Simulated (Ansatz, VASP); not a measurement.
# LiBr: VASP beside Ansatz

File INCAR:

```
  PREC = Accurate
  ENCUT = 650
  EDIFF = 1E-8
  ISMEAR = -1
  SIGMA = 0.03
  LREAL = False
  LASPH = True
  NELM = 120
  ALGO = Normal
  ISIF = 2
  LWAVE = False
  LCHARG = False
  GGA = PE
  LEFG = True
  NBANDS = 12
  GGA_COMPAT = False
```

Contents of KPOINTS:

```
Automatic mesh
0
Gamma
  9 9 9
```

POSCAR

```
LiBr
1.0
    0.0000000000      2.7506500000      2.7506500000
    2.7506500000      0.0000000000      2.7506500000
    2.7506500000      2.7506500000      0.0000000000
Li Br
1 1
Direct
    0.0000000000      0.0000000000      0.0000000000
    0.5000000000      0.5000000000      0.5000000000
```

Input for Ansatz:

```yaml
crystal:
  lattice:
    - [0.0, 2.75065, 2.75065]
    - [2.75065, 0.0, 2.75065]
    - [2.75065, 2.75065, 0.0]
  atoms:
    - { symbol: Li, position: [0.0, 0.0, 0.0] }
    - { symbol: Br, position: [0.5, 0.5, 0.5] }
kpoints:
  mp_grid: { grid: [9, 9, 9] }
  band_path:
    path:
      - [0.0, 0.0, 0.0]
      - [0.5, 0.0, 0.5]
      - [0.625, 0.25, 0.625]
      - [0.375, 0.375, 0.75]
      - [0.0, 0.0, 0.0]
      - [0.5, 0.5, 0.5]
      - [0.5, 0.25, 0.75]
      - [0.5, 0.0, 0.5]
    npoints: 6
scf:
  occupations: { method: fermi_dirac, width: 0.03 }
hamiltonian:
  xc: pbe
  pseudopotentials: { kind: paw }
output:
  forces: true
  stress: true
  eigenvalues: true
  efg: { contact_densities: true }
  populations: true
```

Change from the starting cell: volume scaled by 1, PAW files.

Alike in both runs: task electric field gradients; functional PBE; k mesh 9 × 9 × 9; occupations fermi-dirac, width 0.03 eV; no spin polarisation.

```csv
,VASP,Ansatz
version,VASP 6.6.1,Ansatz 0.2.0
potentials or method,"VASP PAW PBE potentials, release 64 (Li_sv, Br)","PAW with Ansatz's default frozen-core files, scalar-relativistic"
plane-wave cutoff (eV),650,420
valence electrons in the cell,10,10
```

```csv
,VASP,Ansatz,Ansatz less VASP
gap on the k mesh at the Fermi level (eV),4.95,4.94,-0.009
pressure (GPa),0.1,0.1,+0.08
```
